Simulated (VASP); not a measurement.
# SiO2 (P4_2/mnm) in VASP: a series of runs

The runs below take SiO2 through relaxation of the atoms, with PBE.

Everything below comes from runs of VASP 6.6.1. Logs are shortened: lines on timing, memory, paths and dates and some standing lists are left out, and cuts for length are marked.

### Step 1. The cell of the first run

It takes space group P4_2/mnm (No. 136, tetragonal). Conventional cell: a = 4.167 Å, b = 4.167 Å, c = 2.664 Å, α = 90.00°, β = 90.00°, γ = 90.00°. Within 2.3 Å of Si (site symmetry mmm) lie 6 O at 1.76 to 1.80 Å. Within 2.3 Å of O (site symmetry m2m) lie 3 Si at 1.76 to 1.80 Å and 1 O at 2.29 Å.

### Step 2. Relaxation of the atoms, PBE

Input file INCAR:

```
PREC = Accurate
ENCUT = 520
EDIFF = 1E-6
ISMEAR = -1
SIGMA = 0.02
LREAL = False
LASPH = True
NELM = 80
ALGO = Normal
ISIF = 2
LWAVE = False
LCHARG = False
GGA = PE
IBRION = 2
NSW = 80
EDIFFG = -0.02
```

Input file KPOINTS:

```
regular mesh
0
Gamma
  7 7 11
```

Input file POSCAR:

```
SiO2
1.0
    4.1667000000      0.0000000000      0.0000000000
    0.0000000000      4.1667000000      0.0000000000
    0.0000000000      0.0000000000      2.6645000000
Si O
2 4
Direct
    0.0000000000      0.0000000000      0.0000000000
    0.5000000000      0.5000000000      0.5000000000
    0.3061000000      0.3061000000      0.0000000000
    0.1939000000      0.8061000000      0.5000000000
    0.6939000000      0.6939000000      0.0000000000
    0.8061000000      0.1939000000      0.5000000000
```

Potentials or basis: VASP PAW PBE potentials, release 64 (Si, O).

Command:

```
$ cat potpaw_PBE.64/Si/POTCAR potpaw_PBE.64/O/POTCAR > POTCAR
$ mpirun -np 1 vasp_std > vasp.out
```

OUTCAR:

```text
PREC = Accurate
   ENCUT = 520
   EDIFF = 1E-6
   ISMEAR = -1
   LREAL = False
   LASPH = True
   NELM = 80
   ISIF = 2
   GGA = PE
   IBRION = 2
   NSW = 80
   EDIFFG = -0.02

 ion  position               nearest neighbor table
   1  0.000  0.000  0.000-   4 1.76   6 1.76   4 1.76   6 1.76   5 1.80   3 1.80
   2  0.500  0.500  0.500-   3 1.76   5 1.76   3 1.76   5 1.76   4 1.80   6 1.80
   3  0.306  0.306  0.000-   2 1.76   2 1.76   1 1.80
   4  0.194  0.806  0.500-   1 1.76   1 1.76   2 1.80
   5  0.694  0.694  0.000-   2 1.76   2 1.76   1 1.80
   6  0.806  0.194  0.500-   1 1.76   1 1.76   2 1.80

  LATTYP: Found a simple tetragonal cell.
 ALAT       =     4.1667000000
 C/A-ratio  =     0.6394748842

  Lattice vectors:

 A1 = (   4.1667000000,   0.0000000000,   0.0000000000)
 A2 = (   0.0000000000,   4.1667000000,   0.0000000000)
 A3 = (   0.0000000000,   0.0000000000,   2.6645000000)

Analysis of symmetry for initial positions (statically):
=====================================================================
 Subroutine PRICEL returns:
 Original cell was already a primitive cell.

 Routine SETGRP: Setting up the symmetry group for a
 simple tetragonal supercell.

 Subroutine GETGRP returns: Found 16 space group operations
 (whereof  8 operations were pure point group operations)
 out of a pool of 16 trial point group operations.

The static configuration has the point symmetry D_2h.
 The point group associated with its full space group is D_4h.

Analysis of symmetry for dynamics (positions and initial velocities):
=====================================================================
 Subroutine PRICEL returns:
 Original cell was already a primitive cell.

 Routine SETGRP: Setting up the symmetry group for a
 simple tetragonal supercell.

 Subroutine GETGRP returns: Found 16 space group operations
 (whereof  8 operations were pure point group operations)
 out of a pool of 16 trial point group operations.

The dynamic configuration has the point symmetry D_2h.
 The point group associated with its full space group is D_4h.

 Subroutine INISYM returns: Found 16 space group operations
 (whereof  8 operations are pure point group operations),
 and found     1 'primitive' translations

----------------------------------------------------------------------------------------

                                     Primitive cell

  volume of cell :      46.2594

  direct lattice vectors                    reciprocal lattice vectors
     4.166700000  0.000000000  0.000000000     0.239998080  0.000000000  0.000000000
     0.000000000  4.166700000  0.000000000     0.000000000  0.239998080  0.000000000
     0.000000000  0.000000000  2.664500000     0.000000000  0.000000000  0.375304935

  length of vectors
     4.166700000  4.166700000  2.664500000     0.239998080  0.239998080  0.375304935

  position of ions in fractional coordinates (direct lattice)
     0.000000000  0.000000000  0.000000000
     0.500000000  0.500000000  0.500000000
     0.306100000  0.306100000  0.000000000
     0.193900000  0.806100000  0.500000000
     0.693900000  0.693900000  0.000000000
     0.806100000  0.193900000  0.500000000

  ion indices of the primitive-cell ions
   primitive index   ion index
                 1           1
                 2           2
                 3           3
                 4           4
                 5           5
                 6           6

----------------------------------------------------------------------------------------

 KPOINTS: regular mesh

Automatic generation of k-mesh.
 Grid dimensions read from file:
 generate k-points for:    7    7   11

 Generating k-lattice:

  Cartesian coordinates                     Fractional coordinates (reciprocal lattice)
     0.034285440  0.000000000  0.000000000     0.142857143  0.000000000  0.000000000
     0.000000000  0.034285440  0.000000000     0.000000000  0.142857143  0.000000000
     0.000000000  0.000000000  0.034118630     0.000000000  0.000000000  0.090909091

  Length of vectors
     0.034285440  0.034285440  0.034118630

  Shift w.r.t. Gamma in fractional coordinates (k-lattice)
     0.000000000  0.000000000  0.000000000

 Subroutine IBZKPT returns following result:
 ===========================================

 Found     60 irreducible k-points:

 Following reciprocal coordinates:
            Coordinates               Weight
  0.000000  0.000000  0.000000      1.000000
  0.142857  0.000000  0.000000      4.000000
  0.285714  0.000000  0.000000      4.000000
  0.428571  0.000000  0.000000      4.000000
  0.142857  0.142857  0.000000      4.000000
  0.285714  0.142857  0.000000      8.000000
[... 16 lines left out ...]
  0.285714  0.000000  0.181818      8.000000
  0.428571  0.000000  0.181818      8.000000
 [... further k-points ...]
   k-points           NKPTS =     60   k-points in BZ     NKDIM =     60   number of bands    NBANDS=     20
   number of dos      NEDOS =    301   number of ions     NIONS =      6
   total plane-waves  NPLWV =  20480
   dimension x,y,z NGX =    32 NGY =   32 NGZ =   20
   dimension x,y,z NGXF=    64 NGYF=   64 NGZF=   40
   ions per type =               2   4
   NGX,Y,Z   is equivalent  to a cutoff of  12.77, 12.77, 12.48 a.u.
   NGXF,Y,Z  is equivalent  to a cutoff of  25.54, 25.54, 24.96 a.u.
 SYSTEM =  unknown system
   PREC   = accura    normal or accurate (medium, high low for compatibility)
   ISTART =      0    job   : 0-new  1-cont  2-samecut
   ICHARG =      2    charge: 1-file 2-atom 10-const
   ISPIN  =      1    spin polarized calculation?
   LNONCOLLINEAR =      F non collinear calculations
   LSORBIT =      F    spin-orbit coupling
   LASPH  =      T    aspherical Exc in radial PAW
   ENCUT  =  520.0 eV  38.22 Ry    6.18 a.u.   7.75  7.75  4.95*2*pi/ulx,y,z
   NELM   =     80;   NELMIN=  2; NELMDL= -5     # of ELM steps
   EDIFF  = 0.1E-05   stopping-criterion for ELM
   LREAL  =      F    real-space projection
   EDIFFG = -.2E-01   stopping-criterion for IOM
   NSW    =     80    number of steps for IOM
   IBRION =      2    ionic relax: 0-MD 1-quasi-New 2-CG
   NFREE  =      1    steps in history (QN), initial steepest desc. (CG)
   ISIF   =      2    stress and relaxation
   ISYM   =      2    0-nonsym 1-usesym 2-fastsym
   POTIM  = 0.5000    time-step for ionic-motion
   TEBEG  =    0.0;   TEEND  =   0.0 temperature during run
   PSTRESS=    0.0 pullay stress
   NELECT =      32.0000    total number of electrons
   NUPDOWN=      -1.0000    fix difference up-down
   EMIN   =  10.00;   EMAX   =-10.00  energy-range for DOS
   EFERMI =   0.00;   METHOD = LEGACY
   ISMEAR =    -1;   SIGMA  =   0.02  broadening in eV -4-tet -1-fermi 0-gaus
   EFERMI_NEDOS =   21; number of points for ismear=-14 and -15
   IALGO  =     38    algorithm
   IMIX   =      4    mixing-type and parameters
     AMIX     =   0.40;   BMIX     =  1.00
     AMIX_MAG =   1.60;   BMIX_MAG =  1.00
  volume/ion in A,a.u.               =       7.71        52.03
  Fermi-wavevector in a.u.,A,eV,Ry     =   1.447854  2.736047 28.521636  2.096281
  Thomas-Fermi vector in A             =   2.565761
   LORBIT       =      0    0 simple, 1 ext, 2 COOP (PROOUT), +10 PAW based schemes
   GGA     = PE    functional components
   LHFCALC =     F    Hartree Fock is set to
   AEXX    =    0.0000 exact exchange contribution
   IVDW    =     0    specifies the selected vdW correction
   LEPSILON=     F    determine dielectric tensor
   LRPA    =     F    only Hartree local field effects (RPA)
 conjugate gradient relaxation of ions
 non-spin polarized calculation
  energy-cutoff  :      520.00
  volume of cell :       46.26
 maximum number of plane-waves:      1266
 NGX is ok and might be reduce to    32
   NGX = 15   NGY = 15   NGZ =  9

--------------------------------------- Ionic step        1  -------------------------------------------

 number of electron      31.9999973 magnetization

 Free energy of the ion-electron system (eV)
  ---------------------------------------------------
  ext. energy  EPLUGINS =         0.00000000
  ---------------------------------------------------
  free energy    TOTEN  =       -46.23464777 eV

  energy without entropy =      -46.23464777  energy(sigma->0) =      -46.23464777

------------------------ aborting loop because EDIFF is reached ----------------------------------------

  FORCE on cell =-STRESS in cart. coord.  units (eV):
  Direction    XX          YY          ZZ          XY          YZ          ZX
  --------------------------------------------------------------------------------------
  -------------------------------------------------------------------------------------
  Total        3.7059837      3.7059837      4.0857398      0.0000000      0.0000000      0.0000000
  in kB      128.3553282    128.3553282    141.5080337      0.0000000      0.0000000      0.0000000
  external PRESSURE =     132.7395634 kB  Pullay stress =       0.0000000 kB
[... 65 lines left out ...]
  energy  without entropy=      -46.2358296003  energy(sigma->0) =      -46.23582960

--------------------------------------- Ionic step        3  -------------------------------------------

 number of electron      31.9999970 magnetization

 Free energy of the ion-electron system (eV)
  ---------------------------------------------------
  ext. energy  EPLUGINS =         0.00000000
  ---------------------------------------------------
  free energy    TOTEN  =       -46.23669905 eV

  energy without entropy =      -46.23669905  energy(sigma->0) =      -46.23669905

 E-fermi :   8.7123     XC(G=0): -12.3086

 val. band max:        8.3497118369   @ k =   0.0000   0.0000   0.0000
 cond. band min:      14.0328578302   @ k =   0.0000   0.0000   0.0000
 fundamental gap:      5.6831459933
 Fermi energy:         8.7122926085

 k-point     1 :       0.0000    0.0000    0.0000
  band No.  band energies     occupation
      1     -14.3038      2.00000
      2     -10.6481      2.00000
      3     -10.6481      2.00000
      4     -10.3564      2.00000
      5      -2.6380      2.00000
      6       1.8527      2.00000
[... 12 lines left out ...]
     19      16.8610      0.00000
[... 513 lines left out ...]
      4      -9.9510      2.00000
      5      -1.0922      2.00000
      6      -0.2944      2.00000
[... 12 lines left out ...]
     19      18.8115      0.00000
     20      19.0878      0.00000

 [... further k-points ...]

------------------------ aborting loop because EDIFF is reached ----------------------------------------

  FORCE on cell =-STRESS in cart. coord.  units (eV):
  Direction    XX          YY          ZZ          XY          YZ          ZX
  --------------------------------------------------------------------------------------
  -------------------------------------------------------------------------------------
  Total        3.5018786      3.5018786      4.0430621     -0.0000000      0.0000000      0.0000000
  in kB      121.2862234    121.2862234    140.0299100     -0.0000000      0.0000000      0.0000000
  external PRESSURE =     127.5341189 kB  Pullay stress =       0.0000000 kB
[... 21 lines left out ...]
  FREE ENERGIE OF THE ION-ELECTRON SYSTEM (eV)
  ---------------------------------------------------
  free  energy   TOTEN  =       -46.2366990493 eV

  energy  without entropy=      -46.2366990493  energy(sigma->0) =      -46.23669905

 reached required accuracy - stopping structural energy minimisation
```

Wall time 74 s (1 thread of AMD EPYC 7R13 (Zen 3), shared host); peak memory 0.14 GiB.

What came out:

```
Free energy               : -46.2367 eV
Energy gained by relaxing : 0.3 meV/atom
Ionic steps               : 3
Pressure after relaxing   : 12.8 GPa
Band gap on the k mesh    : 5.68 eV
```

Step by step:
```tsv
step	energy change (eV)	largest force (eV/Å)	pressure (GPa)
1	0.0000	0.1880	13.27
2	-0.0012	0.1208	12.44
3	-0.0021	0.0003	12.75
```

Final structure:
```
Si O
1.0
     4.16670    0.00000    0.00000
     0.00000    4.16670    0.00000
     0.00000    0.00000    2.66450
Si O
2 4
Direct
  0.00000 0.00000 0.00000
  0.50000 0.50000 0.50000
  0.30517 0.30517 0.00000
  0.19483 0.80517 0.50000
  0.69483 0.69483 0.00000
  0.80517 0.19483 0.50000
```

A k mesh can miss the band edges.

### Step 3. Relaxation of the atoms, PBE (z stretched by +1 %)

Input file INCAR:

```
SYSTEM = SiO2
PREC = Accurate
ENCUT = 520
EDIFF = 1E-6
ISMEAR = -1
SIGMA = 0.02
LREAL = .False.
LASPH = .True.
NELM = 60
ALGO = Normal
ISIF = 2
LWAVE = .False.
LCHARG = .False.
GGA = PE
IBRION = 2
NSW = 80
EDIFFG = -0.02
```

Input file KPOINTS:

```
Automatic mesh
0
Gamma
  7 7 11
  0 0 0
```

Input file POSCAR:

```
SiO2
1.0
    4.1667000000      0.0000000000      0.0000000000
    0.0000000000      4.1667000000      0.0000000000
    0.0000000000      0.0000000000      2.6911450000
Si O
2 4
Direct
    0.0000000000      0.0000000000      0.0000000000
    0.5000000000      0.5000000000      0.5000000000
    0.3052552527      0.3052552527      0.0000000000
    0.1947447473      0.8052552527      0.5000000000
    0.6947447473      0.6947447473      0.0000000000
    0.8052552527      0.1947447473      0.5000000000
```

Potentials or basis: VASP PAW PBE potentials, release 64 (Si, O).

Command:

```
$ cat potpaw_PBE.64/Si/POTCAR potpaw_PBE.64/O/POTCAR > POTCAR
$ mpirun -np 1 vasp_std > vasp.out
```

It took 41 s on 1 thread of AMD EPYC 7R13 (Zen 3), shared host; peak memory 0.15 GiB.

The run converged. Its results:

```yaml
Free_energy: -46.2673 eV
Pressure_after_relaxing: 8.9 GPa
Largest_force_after_relaxing: 0.006 eV/Å
Band_gap_on_the_k_mesh: 5.47 eV
```

Forces on the atoms (eV/Å):
```
Si   0.000  0.000  0.000
Si   0.000  0.000  0.000
O   -0.004 -0.004  0.000
O    0.004 -0.004  0.000
O    0.004  0.004  0.000
O   -0.004  0.004  0.000
```

Stress tensor (GPa, compression positive):
```
10.12  0.00  0.00
 0.00 10.12  0.00
 0.00  0.00  6.59
```

Final structure:
```
CELL_PARAMETERS angstrom
4.16670 0.00000 0.00000
0.00000 4.16670 0.00000
0.00000 0.00000 2.69115
ATOMIC_POSITIONS crystal
Si 0.00000 0.00000 0.00000
Si 0.50000 0.50000 0.50000
O 0.30526 0.30526 0.00000
O 0.19474 0.80526 0.50000
O 0.69474 0.69474 0.00000
O 0.80526 0.19474 0.50000
```

Levels at points of the mesh, in eV from the valence-band top:
| k point | band 13 | band 14 | band 15 | band 16 | band 17 | band 18 | band 19 | band 20 |
| --- | --- | --- | --- | --- | --- | --- | --- | --- |
| (0.00, 0.00, 0.00) | -2.53 | -0.88 | -0.88 | 0.00 | 5.47 | 6.53 | 8.29 | 8.29 |

Caveat: the cell differs from its parent crystal (z stretched by +1 %); the relaxation stopped at its first step, so nothing moved. A k mesh can miss the band edges.

### Step 4. Relaxation of the atoms, PBE (8.02 Å³/atom)

This run uses another cell than the first one, of 8.02 Å³/atom.

Input file INCAR:

```
PREC     = Accurate       # precision mode
ENCUT    = 520            # plane-wave cutoff, eV
EDIFF    = 1E-6           # SCF threshold, eV
ISMEAR   = -1             # smearing method
SIGMA    = 0.02           # smearing width, eV
LREAL    = F              # projectors in reciprocal space
LASPH    = T              # aspherical terms in the spheres
NELM     = 100            # most SCF steps
ALGO     = Normal         # electronic algorithm
ISIF     = 2              # what is computed and relaxed
LWAVE    = F              # write WAVECAR
LCHARG   = F              # write CHGCAR
GGA      = PE             # functional
IBRION   = 2              # ionic algorithm
NSW      = 80             # ionic steps
EDIFFG   = -0.02          # ionic threshold
```

Input file KPOINTS:

```
Automatic mesh
0
Gamma
  7 7 11
```

POSCAR: that of step 3 with these lines changed.

```diff
@@ -2,5 +2,5 @@
 1.0
-    4.1667000000      0.0000000000      0.0000000000
-    0.0000000000      4.1667000000      0.0000000000
-    0.0000000000      0.0000000000      2.6911450000
+    4.2215312879      0.0000000000      0.0000000000
+    0.0000000000      4.2215312879      0.0000000000
+    0.0000000000      0.0000000000      2.6995632315
 Si O
```

Command:

```
$ cat potpaw_PBE.64/Si/POTCAR potpaw_PBE.64/O/POTCAR > POTCAR
$ mpirun -np 1 vasp_std > vasp.out
```

Wall time 74 s (1 thread of AMD EPYC 7R13 (Zen 3), shared host); peak memory 0.15 GiB.

Results (log left out):

| Item | Value |
| --- | --- |
| Free energy | -46.3155 eV |
| Energy gained by relaxing | 0.6 meV/atom |
| Ionic steps | 3 |
| Pressure after relaxing | 0.6 GPa |
| Band gap on the k mesh | 5.04 eV |

Stress tensor (GPa, compression positive):
```
 1.19  0.00  0.00
 0.00  1.19  0.00
 0.00  0.00 -0.56
```

Step by step:
| step | energy change (eV) | largest force (eV/Å) | pressure (GPa) |
| --- | --- | --- | --- |
| 1 | 0.0000 | 0.2255 | -0.01 |
| 2 | -0.0027 | 0.1073 | 0.91 |
| 3 | -0.0034 | 0.0004 | 0.61 |

Final structure:
```xyz
6
Lattice="4.2215 0.0000 0.0000 0.0000 4.2215 0.0000 0.0000 0.0000 2.6996" Properties=species:S:1:pos:R:3 pbc="T T T"
Si    0.0000    0.0000    0.0000
Si    2.1108    2.1108    1.3498
O     1.2939    1.2939    0.0000
O     0.8169    3.4047    1.3498
O     2.9276    2.9276    0.0000
O     3.4047    0.8169    1.3498
```

Levels at points of the mesh, in eV from the valence-band top:
```tsv
k point	band 12	band 13	band 14	band 15	band 16	band 17	band 18	band 19	band 20
(0.00, 0.00, 0.00)	-3.06	-2.52	-0.85	-0.85	0.00	5.04	6.53	8.22	8.22
```

A k mesh can miss the band edges.

### Step 5. Overview

```tsv
cell	gap on the mesh (eV)	pressure (GPa)
atoms relaxed from a = 4.167, b = 4.167, c = 2.664 Å, 6 atoms, atomic positions A	5.68	12.8
atoms relaxed from a = 4.167, b = 4.167, c = 2.691 Å, 6 atoms, atomic positions B	5.47	8.9
atoms relaxed from a = 4.222, b = 4.222, c = 2.700 Å, 6 atoms, atomic positions B	5.04	0.6
```

Alike in all rows: task relaxation of the atoms; level PBE; potentials or basis VASP PAW PBE potentials, release 64 (Si, O); no spin polarisation; k mesh 7 × 7 × 11; cutoff (eV) 520; smearing fermi-dirac 0.02 eV.

Caveats: the relaxation stopped at its first step, so nothing moved (at least some runs).

Absolute energies hang on the potentials; compare differences alone.
